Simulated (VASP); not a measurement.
SiC, 2 atoms in the cell. Symmetry: F-43m, No. 216, cubic system. Conventional cell: a = 4.380 Å, b = 4.380 Å, c = 4.380 Å, α = 90.00°, β = 90.00°, γ = 90.00°. Si (site symmetry -43m) has 4 C at 1.90 Å within 2.5 Å. Within 2.5 Å of C (site symmetry -43m) lie 4 Si at 1.90 Å. 

| Item | Value |
| --- | --- |
| Program | VASP 6.6.1 |
| Task | single point |
| Functional | PBE |
| Potentials or basis | VASP PAW PBE potentials, release 64 (Si, C) |
| Cutoff | 600 eV |
| k mesh | 12 × 12 × 12 |
| Occupations | gaussian, width 0.02 eV |
| Spin | no spin polarisation |
| Dipole correction | no |
| Further INCAR settings | ALGO = Normal; EDIFF = 1e-06; NBANDS = 11 |

Potentials or basis: VASP PAW PBE potentials, release 64 (Si, C).

Launch:

```sh
$ cat potpaw_PBE.64/Si/POTCAR potpaw_PBE.64/C/POTCAR > POTCAR
$ mpirun -np 1 vasp_std > vasp.out
```

Hardware: 1 thread of Intel(R) Xeon(R) Platinum 8375C CPU @ 2.90GHz (Ice Lake), with other jobs on the host.

**Question.** How long does it take, and how much memory?

**Answer.** Run time: 30 s on 1 thread of Intel(R) Xeon(R) Platinum 8375C CPU @ 2.90GHz (Ice Lake), on a shared host, peak memory 0.16 GiB. Counts: scf iterations 12, k points 72.
